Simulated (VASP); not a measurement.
Na: single point with LDA

Crystal: Na.

```
CELL_PARAMETERS angstrom
3.76700 0.00000 0.00000
-1.88350 3.26232 0.00000
0.00000 0.00000 6.15400
ATOMIC_POSITIONS crystal
Na 0.33333 0.66667 0.28250
Na 0.66667 0.33333 0.75000
```

| Property | Result |
| --- | --- |
| Program | VASP 6.6.1 |
| Task | single point |
| Functional | LDA |
| Potentials or basis | VASP PAW LDA potentials, release 64 (Na_pv) |
| Cutoff | 520 eV |
| k mesh | 6 × 6 × 3, shifted |
| Occupations | methfessel-paxton, width 0.1 eV |
| Spin | no spin polarisation |
| Dipole correction | no |
| Further INCAR settings | ALGO = Normal; EDIFF = 1e-06; NBANDS = 14; ISYM = 0 |

- Pressure: -0.9 GPa
- Largest force: 0.111 eV/Å
- Band gap on the k mesh: zero (bands 7 and 8 overlap by 2.26 eV)

Forces in eV/Å, atoms in the order of the input:
```
Na   0.000  0.000 -0.111
Na   0.000  0.000  0.111
```

Stress tensor (GPa, compression positive):
```
-0.96  0.00  0.00
 0.00 -0.96  0.00
 0.00  0.00 -0.75
```

Levels at points of the mesh, in eV from the Fermi level:
```csv
k point,band 4,band 5,band 6,band 7,band 8,band 9,band 10,band 11
"(0.08, 0.08, 0.00)",-24.84,-24.84,-24.84,-2.82,0.98,1.30,7.27,7.59
```

It took 81 s on 1 thread of Intel(R) Xeon(R) Platinum 8375C CPU @ 2.90GHz (Ice Lake) (shared host), peak memory 0.23 GiB.
